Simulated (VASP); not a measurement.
Input of a VASP 6.6.1 run:

INCAR

```
SYSTEM = C
PREC = Accurate
ENCUT = 520
EDIFF = 1E-6
ISMEAR = 0
SIGMA = 0.05
LREAL = .FALSE.
LASPH = .TRUE.
NELM = 60
ALGO = Normal
ISIF = 2
LWAVE = .FALSE.
LCHARG = .FALSE.
GGA = PE
IVDW = 12
NBANDS = 11
```

KPOINTS

```
Automatic mesh
0
G
  15 15 15
  0 0 0
```

File POSCAR:

```
C
1.0
    1.2324984681      0.7115833223      3.3613878357
   -1.2324984681      0.7115833223      3.3613878357
    0.0000000000     -1.4231666447      3.3613878357
C
2
Direct
    0.1595250928      0.1595250928      0.1595250928
    0.8404749072      0.8404749072      0.8404749072
```

Potentials or basis: VASP PAW PBE potentials, release 64 (C).

The run is started by

```sh
$ cat potpaw_PBE.64/C/POTCAR > POTCAR
$ mpirun -np 1 vasp_std > vasp.out
```

Q: Estimate the largest force.

A: 2.354 eV/Å.

Q: Predict the pressure.

A: -0.8 GPa.

Q: Predict the band gap on the k mesh.

A: 0.91 eV, direct.

Forces on the atoms (eV/Å):
```
C    0.000  0.000  2.354
C    0.000  0.000 -2.354
```

Caveat: the cell differs from its parent crystal (mode 4 frozen in at -0.071 Å and mode 6 at +0.000 Å (largest displacements)); forces of over 1 eV/Å act on the atoms, so gaps and moduli don't describe the material at rest. A k mesh can miss the band edges.
